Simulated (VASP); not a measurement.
# BN (Cm) in VASP: settings compared, part 2 of 2

VASP 6.6.1. Earlier steps stand in the parts before.

## (3) G0W0 quasiparticle levels, r2SCAN

The input, POSCAR:

```
BN
1.0
    2.4882474826      0.0027783522     -0.2444865124
   -1.2344752300      2.1604232930      0.2445306024
   -0.9249799228     -0.9087833053      3.3134102742
B N
1 1
Direct
    0.9910320786      0.9914197637     -0.0061621980
    0.6571169214      0.3244642363      0.9929671980
```

The input, INCAR.step1:

```
PREC     = Accurate       # precision mode
ENCUT    = 500            # plane-wave cutoff, eV
EDIFF    = 1E-8           # SCF threshold, eV
ISMEAR   = 0              # smearing method
SIGMA    = 0.01           # smearing width, eV
LREAL    = False          # projectors in reciprocal space
LASPH    = True           # aspherical terms in the spheres
NELM     = 80             # most SCF steps
ALGO     = Normal         # electronic algorithm
LWAVE    = True           # write WAVECAR
LCHARG   = False          # write CHGCAR
METAGGA  = R2SCAN         # meta-GGA
LMIXTAU  = True
```

The input, INCAR.step2:

```
PREC     = Accurate       # precision mode
ENCUT    = 500            # plane-wave cutoff, eV
EDIFF    = 1E-8           # SCF threshold, eV
ISMEAR   = 0              # smearing method
SIGMA    = 0.01           # smearing width, eV
LREAL    = False          # projectors in reciprocal space
LASPH    = True           # aspherical terms in the spheres
NELM     = 1              # most SCF steps
ALGO     = Exact          # electronic algorithm
LWAVE    = True           # write WAVECAR
LCHARG   = False          # write CHGCAR
METAGGA  = R2SCAN         # meta-GGA
LMIXTAU  = True         
NBANDS   = 34             # bands
LOPTICS  = True           # frequency-dependent dielectric function
ISTART   = 1
```

The input, INCAR.step3:

```
PREC     = Accurate       # precision mode
ENCUT    = 500            # plane-wave cutoff, eV
EDIFF    = 1E-8           # SCF threshold, eV
ISMEAR   = 0              # smearing method
SIGMA    = 0.01           # smearing width, eV
LREAL    = False          # projectors in reciprocal space
LASPH    = True           # aspherical terms in the spheres
ALGO     = EVGW0          # electronic algorithm
LWAVE    = False          # write WAVECAR
LCHARG   = False          # write CHGCAR
METAGGA  = R2SCAN         # meta-GGA
LMIXTAU  = True         
NELMGW   = 1            
NBANDS   = 34             # bands
ENCUTGW  = 80.0           # cutoff of the response function
NOMEGA   = 48             # frequency points
PRECFOCK = Fast         
ISTART   = 1            
NBANDSGW = 12
```

The input, KPOINTS:

```
Automatic mesh
0
Gamma
  6 6 6
```

Potentials or basis: VASP PAW PBE potentials, release 64 (B_GW, N_GW).

On the command line:

```bash
$ cat potpaw_PBE.64/B_GW/POTCAR potpaw_PBE.64/N_GW/POTCAR > POTCAR
$ cp INCAR.step1 INCAR
$ mpirun -np 1 vasp_std > vasp.out
$ cp INCAR.step2 INCAR
$ mpirun -np 1 vasp_std > vasp.out
$ cp INCAR.step3 INCAR
$ mpirun -np 1 vasp_std > vasp.out
```

OUTCAR:

```text
PREC = Accurate
   ENCUT = 500
   EDIFF = 1E-8
   ISMEAR = 0
   LREAL = False
   LASPH = True
   METAGGA = R2SCAN
   NELMGW = 1
   ENCUTGW = 80.0
   PRECFOCK = Fast
   ISTART = 1

 ion  position               nearest neighbor table
   1  0.991  0.991  0.994-   2 1.44   2 1.44   2 1.44
   2  0.657  0.324  0.993-   1 1.44   1 1.44   1 1.44

  LATTYP: Found a triclinic cell.
 ALAT       =     2.5002772289
 B/A-ratio  =     0.9999813554
 C/A-ratio  =     1.4230870813
 COS(alpha) =     0.0012659038
 COS(beta)  =     0.3513214727
 COS(gamma) =     0.5000090190

  Lattice vectors:

 A1 = (  -1.2537722526,  -2.1632016452,  -0.0000440900)
 A2 = (   1.2344752300,  -2.1604232930,  -0.2445306024)
 A3 = (  -0.9249799228,  -0.9087833053,   3.3134102742)

Analysis of symmetry for initial positions (statically):
=====================================================================
 Subroutine PRICEL returns:
 Original cell was already a primitive cell.

 Routine SETGRP: Setting up the symmetry group for a
 triclinic supercell.

 Subroutine GETGRP returns: Found  1 space group operations
 (whereof  1 operations were pure point group operations)
 out of a pool of  2 trial point group operations.

The static configuration has the point symmetry C_1 .

Analysis of symmetry for dynamics (positions and initial velocities):
=====================================================================
 Subroutine PRICEL returns:
 Original cell was already a primitive cell.

 Routine SETGRP: Setting up the symmetry group for a
 triclinic supercell.
[... 122 lines left out ...]
   IALGO  =     38    algorithm
   IMIX   =      4    mixing-type and parameters
     AMIX     =   0.40;   BMIX     =  1.00
     AMIX_MAG =   1.60;   BMIX_MAG =  1.00
  volume/ion in A,a.u.               =       8.81        59.43
  Fermi-wavevector in a.u.,A,eV,Ry     =   1.258433  2.378094 21.546915  1.583654
  Thomas-Fermi vector in A             =   2.392043
   LORBIT       =      0    0 simple, 1 ext, 2 COOP (PROOUT), +10 PAW based schemes
   METAGGA = R2SCAN    functional components
   LHFCALC =     T    Hartree Fock is set to
   PRECFOCK=fast      Normal, Fast or Accurate (Low or Medium for compatibility)
   ENCUT4O =  -1.0   cutoff for four orbital integrals eV
   NKREDX  =     1    reduce k-point grid by
   NKREDY  =     1    reduce k-point grid by
   NKREDZ  =     1    reduce k-point grid by
   AEXX    =    1.0000 exact exchange contribution
   HFSCREEN=    0.0000 screening length (either q_TF or 0.3 A-1)
   HFSCREENC=   0.0000 screening length for correlation (either q_TF or 0.3 A-1)
   ENCUTFOCK=  -1.0 apply spherical cutoff to Coloumb kernel
   IVDW    =     0    specifies the selected vdW correction
   LEPSILON=     F    determine dielectric tensor
   LRPA    =     F    only Hartree local field effects (RPA)
   LRPAFORCE           =     F    calculate RPA forces
   ENCUTGW             =  80.0    cutoff for response function in eV
   ENCUTGWSOFT         =  64.0    soft cutoff for Coulomb kernel in GW response function in eV
   ENCUTLF             =  -1.0    cutoff for local field effects
   NELMGW              =     1    number of iterations in solving QP/BSE equation
   NELMHF              =     1    number of iterations in the inner HF iteration
   NKREDLFX            =     1    NKREDLFY  =   1   NKREDLFZ  =   1
 non-spin polarized calculation
 Gauss-broadening in eV      SIGMA  =   0.01
  energy-cutoff  :      500.00
  volume of cell :       17.61
 maximum number of plane-waves:       458
  NGX = 12; NGY = 12; NGZ = 18
   NGX =  9   NGY =  9   NGZ = 13
 maximum number of plane-waves:        34
 NGX is ok and might be reduce to    10

 QP shifts <psi_nk| G(iteration)W_0 |psi_nk>: iteration 1
 for sc-GW calculations column KS-energies equals QP-energies in previous step
 and V_xc(KS)=  KS-energies - (<T + V_ion + V_H > + <T+V_H+V_ion>^1  + <V_x>^1)

 k-point   1 :       0.0000    0.0000    0.0000
  band No.  KS-energies  QP-energies   sigma(KS)   V_xc(KS)     V^pw_x(r,r')   Z            occupation Imag(sigma)

      1     -16.6304     -17.4869     -18.4602     -17.3092     -26.7480       0.7442       2.0000       1.2841
      2      -1.8653      -2.6508     -15.9234     -14.9011     -19.6064       0.7685       2.0000       0.1869
      3       0.9141       0.4263     -19.1019     -18.5021     -22.7005       0.8132       2.0000       0.1041
      4       0.9141       0.4263     -19.1019     -18.5021     -22.7005       0.8132       2.0000       0.1041
      5       8.0299       8.3705      -8.2501      -8.6515      -4.5047       0.8486       0.0000      -0.0933
      6      14.6963      16.4403     -11.5870     -13.7039      -7.2059       0.8238       0.0000      -0.1153
      7      14.6963      16.4403     -11.5870     -13.7039      -7.2059       0.8238       0.0000      -0.1153
      8      16.7650      17.9695     -12.1578     -13.7181      -5.9464       0.7719       0.0000      -0.6410
      9      18.1096      19.3023     -11.7501     -13.2481      -6.5266       0.7962       0.0000      -0.2166
     10      29.8619      29.9495      -8.6427      -8.7517      -2.5849       0.8040       0.0000      -0.9061
     11      32.3395      33.0317      -8.6157      -9.4444      -3.3687       0.8353       0.0000      -0.9260
     12      32.3594      33.0487      -8.6105      -9.4357      -3.3578       0.8353       0.0000      -0.9278
[... 356 lines left out ...]
      1     -12.6728     -13.4192     -19.8299     -18.8959     -27.3021       0.7992       2.0000       0.9818
      2      -5.9678      -6.7938     -17.2477     -16.1557     -22.0492       0.7565       2.0000       0.2769
      3      -5.2652      -6.2027     -17.7330     -16.4997     -22.5570       0.7601       2.0000       0.2278
      4       2.1983       1.8001     -17.1273     -16.6328     -19.9128       0.8053       2.0000       0.0954
      5       7.6325       8.3624      -9.4767     -10.3613      -5.4372       0.8251       0.0000      -0.1018
      6      15.3144      15.8102      -8.3143      -8.9114      -3.8495       0.8303       0.0000      -0.2125
      7      16.7497      17.3804      -9.0576      -9.8331      -4.3838       0.8133       0.0000      -0.2368
      8      19.8160      20.7913     -10.8134     -12.0301      -5.6425       0.8016       0.0000      -0.3490
      9      21.6500      23.2493     -11.8100     -13.8008      -5.7938       0.8034       0.0000      -0.4657
     10      23.6640      24.5509      -9.7086     -10.7628      -4.3635       0.8413       0.0000      -0.5685
     11      25.7353      26.3663      -9.1242      -9.8778      -3.6733       0.8372       0.0000      -0.6691
     12      29.4620      30.1615      -8.7111      -9.5485      -3.3009       0.8354       0.0000      -0.8042

 [... further k-points ...]
```

Run time: 6.8 min. Hardware: 1 thread of Intel Xeon 6975P-C (Granite Rapids), shared host; peak memory 0.57 GiB.

What came out:

```
Quasiparticle gap                                   : 5.86 eV
Least direct quasiparticle gap                      : 6.56 eV
Band gap of the starting levels on the mesh         : 4.79 eV
Least direct gap of the starting levels on the mesh : 5.43 eV
```

Caveat: the k points lie up to 0.50 Å⁻¹ apart; bands, screening cutoff and mesh are small and nothing is extrapolated, so the quasiparticle values aren't converged.

## (4) G0W0 quasiparticle levels, PBE

POSCAR is that of step 3.

The input, INCAR.step1:

```
ALGO = Normal
EDIFF = 1E-8
ENCUT = 500
GGA = PE
ISMEAR = 0
LASPH = T
LCHARG = F
LREAL = F
LWAVE = T
NELM = 80
PREC = Accurate
SIGMA = 0.01
```

The input, INCAR.step2:

```
ALGO = Exact
EDIFF = 1E-8
ENCUT = 500
GGA = PE
ISMEAR = 0
ISTART = 1
LASPH = T
LCHARG = F
LOPTICS = T
LREAL = F
LWAVE = T
NBANDS = 70
NELM = 1
PREC = Accurate
SIGMA = 0.01
```

The input, INCAR.step3:

```
ALGO = EVGW0
EDIFF = 1E-8
ENCUT = 500
ENCUTGW = 140.0
GGA = PE
ISMEAR = 0
ISTART = 1
LASPH = T
LCHARG = F
LREAL = F
LWAVE = F
NBANDS = 70
NBANDSGW = 12
NELMGW = 1
NOMEGA = 48
PREC = Accurate
PRECFOCK = Fast
SIGMA = 0.01
```

The input, KPOINTS:

```
k-points
0
Gamma
  6 6 6
```

Potentials or basis: VASP PAW PBE potentials, release 64 (B_GW, N_GW).

On the command line:

```bash
$ cat potpaw_PBE.64/B_GW/POTCAR potpaw_PBE.64/N_GW/POTCAR > POTCAR
$ cp INCAR.step1 INCAR
$ mpirun -np 1 vasp_std > vasp.out
$ cp INCAR.step2 INCAR
$ mpirun -np 1 vasp_std > vasp.out
$ cp INCAR.step3 INCAR
$ mpirun -np 1 vasp_std > vasp.out
```

OUTCAR:

```text
EDIFF = 1E-8
   ENCUT = 500
   ENCUTGW = 140.0
   GGA = PE
   ISMEAR = 0
   ISTART = 1
   LASPH = T
   LREAL = F
   NELMGW = 1
   PREC = Accurate
   PRECFOCK = Fast

 ion  position               nearest neighbor table
   1  0.991  0.991  0.994-   2 1.44   2 1.44   2 1.44
   2  0.657  0.324  0.993-   1 1.44   1 1.44   1 1.44

[... 204 lines left out ...]
      2      -1.5087      -2.6616     -16.0527     -14.5043     -19.5521       0.7446       2.0000       0.2020
      3       1.1935       0.1545     -19.5078     -18.2042     -22.6513       0.7971       2.0000       0.1093
      4       1.1935       0.1545     -19.5078     -18.2042     -22.6513       0.7971       2.0000       0.1093
      5       7.8688       8.1689      -8.5143      -8.8735      -4.5875       0.8354       0.0000      -0.0948
      6      14.1955      15.9003     -12.2147     -14.3298      -7.2549       0.8060       0.0000      -0.1237
      7      14.1955      15.9003     -12.2147     -14.3298      -7.2549       0.8060       0.0000      -0.1237
      8      15.7226      17.1084     -13.0883     -14.9379      -6.0582       0.7493       0.0000      -0.7061
      9      17.4479      18.6387     -12.3597     -13.8983      -6.5121       0.7739       0.0000      -0.2531
     10      28.5209      29.2990      -9.2495     -10.2331      -2.6598       0.7911       0.0000      -0.9859
     11      31.3203      32.0264      -8.3920      -9.2689      -1.8698       0.8052       0.0000      -1.0290
     12      31.4045      32.4406      -9.1340     -10.3886      -3.3515       0.8259       0.0000      -0.9997
[... 356 lines left out ...]
      1     -11.5033     -13.3064     -19.9218     -17.6451     -27.1895       0.7920       2.0000       1.0208
      2      -5.4362      -6.8109     -17.4524     -15.5947     -22.0072       0.7400       2.0000       0.2937
      3      -4.6653      -6.2469     -18.0336     -15.9125     -22.5379       0.7456       2.0000       0.2340
      4       2.4599       1.6235     -17.4066     -16.3397     -19.7994       0.7839       2.0000       0.0997
      5       7.1858       7.9887     -10.0439     -11.0391      -5.6449       0.8067       0.0000      -0.1054
      6      14.8875      15.4719      -8.8073      -9.5218      -3.9761       0.8178       0.0000      -0.2377
      7      16.2223      16.9612      -9.5460     -10.4703      -4.4679       0.7995       0.0000      -0.2569
      8      19.0399      20.1755     -11.4305     -12.8721      -5.7127       0.7877       0.0000      -0.3732
      9      20.7173      22.5161     -12.5943     -14.8794      -5.8397       0.7872       0.0000      -0.5122
     10      22.8598      23.9429     -10.1346     -11.4441      -4.2721       0.8272       0.0000      -0.6002
     11      24.8062      25.7656      -9.5834     -10.7468      -3.6137       0.8246       0.0000      -0.7069
     12      28.5680      29.5492      -9.2196     -10.4186      -3.2546       0.8184       0.0000      -0.8350

 [... further k-points ...]
```

OUTCAR.step1:

```text
EDIFF = 1E-8
   ENCUT = 500
   GGA = PE
   ISMEAR = 0
   LASPH = T
[... 489 lines left out ...]
 -----------------------------------------------------------------------------------
      0.32277      1.24146      3.29313         0.000865     -0.000392      0.006518
      0.31605     -0.19959      3.20879        -0.000865      0.000392     -0.006518
 -----------------------------------------------------------------------------------
    total drift:                               -0.000173      0.000029      0.000064

  FREE ENERGIE OF THE ION-ELECTRON SYSTEM (eV)
  ---------------------------------------------------
  free  energy   TOTEN  =       -17.5879431352 eV

  energy  without entropy=      -17.5879431352  energy(sigma->0) =      -17.58794314
```

Run time: 19 min. Hardware: 1 thread of Intel Xeon Platinum 8488C (Sapphire Rapids), shared host; peak memory 0.59 GiB.

Results:

| Property | Result |
| --- | --- |
| Quasiparticle gap | 5.72 eV |
| Least direct quasiparticle gap | 6.36 eV |
| Band gap of the starting levels on the mesh | 4.22 eV |
| Least direct gap of the starting levels on the mesh | 4.72 eV |

Caveat: the k points lie up to 0.50 Å⁻¹ apart; bands, screening cutoff and mesh are small and nothing is extrapolated, so the quasiparticle values aren't converged.
